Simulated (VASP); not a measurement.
Input of a VASP 6.6.1 run:

File INCAR:

```
PREC = Accurate
ENCUT = 650
EDIFF = 1E-6
ISMEAR = -1
SIGMA = 0.01
LREAL = Auto
LASPH = True
NELM = 120
ALGO = Normal
ISIF = 2
LWAVE = False
LCHARG = False
GGA = PE
NELECT = 194.0
NBANDS = 124
GGA_COMPAT = False
ISYM = -1
```

Contents of KPOINTS:

```
explicit points
1
Reciprocal
  0.25000000   0.25000000   0.25000000 1
```

Contents of POSCAR:

```
LiAl16O24
1.0
    2.4039417600      1.3879164200      4.3742070900
   -4.8078835200      2.7758328500      8.7484141900
    0.0000000000     -5.5516656900      8.7484141900
Al O Li
16 24 1
Direct
    0.6192627466      0.3208117606      0.3456219926
    0.8480306311      0.4296961936      0.4268573757
    0.1490936369      0.0749301472      0.0730953724
    0.3742404681      0.1652744469      0.1841610765
    0.6384019697      0.3229887222      0.8174215695
    0.8314923721      0.4326095314      0.9029797442
    0.1422552945      0.0744484432      0.5774974705
    0.3445863663      0.1735419655      0.6831702009
    0.6497814433      0.8230379813      0.3257979318
    0.8493811293      0.9299326301      0.4270888579
    0.1485583716      0.5801843289      0.0759668081
    0.3497465371      0.6809458450      0.1753966938
    0.6471091671      0.8254338387      0.8233470923
    0.8510501763      0.9262123427      0.9272530891
    0.1465294924      0.5799573459      0.5681508068
    0.3468483918      0.6803720015      0.6733497186
    0.4457665329      0.0277379398      0.3797637849
    0.9417258432      0.1322166143      0.2780639304
    0.0641378558      0.3734750775      0.2240187795
    0.7477266914      0.2245302770      0.0249378617
    0.2357393660      0.2785208295      0.4775883407
    0.5494007094      0.4722355063      0.1251867702
    0.4437259660      0.0266109566      0.8772538538
    0.9413301859      0.1242155600      0.7801522094
    0.0461213883      0.3801941382      0.7142052911
    0.7390380720      0.2244955559      0.5332255901
    0.2472790090      0.2789221766      0.9594885994
    0.5469604997      0.4768372979      0.6225538941
    0.4442932214      0.5295831353      0.3728553261
    0.9433555299      0.6265205345      0.2783492374
    0.0537711623      0.8782770475      0.2223466303
    0.7514784971      0.7205720618      0.0293102925
    0.2474633145      0.7814770013      0.4708195838
    0.5545616340      0.9744432974      0.1264413155
    0.4253093224      0.5296540215      0.8756836408
    0.9345684923      0.6265601514      0.7769688320
    0.0535660976      0.8757957137      0.7228621107
    0.7473807585      0.7240399651      0.5273143431
    0.2490156812      0.7793951703      0.9727888838
    0.5529135322      0.9748434857      0.6260473046
    0.9650265310      0.3951908505      0.0815175009
```

Potentials or basis: VASP PAW PBE potentials, release 64 (Al, O, Li_sv).

The run is started by

```console
$ cat potpaw_PBE.64/Al/POTCAR potpaw_PBE.64/O/POTCAR potpaw_PBE.64/Li_sv/POTCAR > POTCAR
$ mpirun -np 1 vasp_std > vasp.out
```

Question: Predict the largest force.

Answer: 1.862 eV/Å.

Forces on the atoms (eV/Å):
```
Al   0.093  0.060 -0.196
Al   0.025 -0.052 -0.064
Al  -0.179 -0.011  0.043
Al   0.072 -0.105 -0.055
Al   0.044 -0.038 -0.093
Al   0.079 -0.174 -0.194
Al  -0.007 -0.041 -0.035
Al   0.003  0.015 -0.020
Al   0.000 -0.034 -0.006
Al   0.017  0.016 -0.010
Al   0.001  0.028  0.159
Al  -0.023 -0.046  0.082
Al   0.029 -0.016 -0.037
Al  -0.030 -0.027 -0.019
Al   0.029 -0.051 -0.045
Al   0.012 -0.033 -0.031
O    0.002 -0.011 -0.040
O   -0.054  0.166 -0.051
O    0.082 -0.047  0.203
O   -0.014 -0.005 -0.195
O   -0.022 -0.058 -0.080
O    0.016 -0.061 -0.072
O   -0.002 -0.053 -0.022
O    0.028 -0.001 -0.070
O    0.038 -0.022 -0.081
O    0.047  0.021 -0.054
O    0.061 -0.020 -0.156
O    0.022 -0.011 -0.050
O    0.038 -0.012 -0.042
O    0.018 -0.019  0.016
O   -0.037 -0.015  0.024
O    0.052 -0.044 -0.028
O    0.001 -0.034 -0.012
O    0.018 -0.058  0.003
O   -0.037 -0.098 -0.051
O    0.022 -0.123 -0.046
O    0.015 -0.053 -0.039
O    0.010 -0.018 -0.019
O    0.014 -0.027  0.005
O    0.030 -0.015 -0.010
Li  -0.514  1.128  1.389
```

Caveat: the cell carries a net charge on a neutralising background, which shifts energy and pressure.
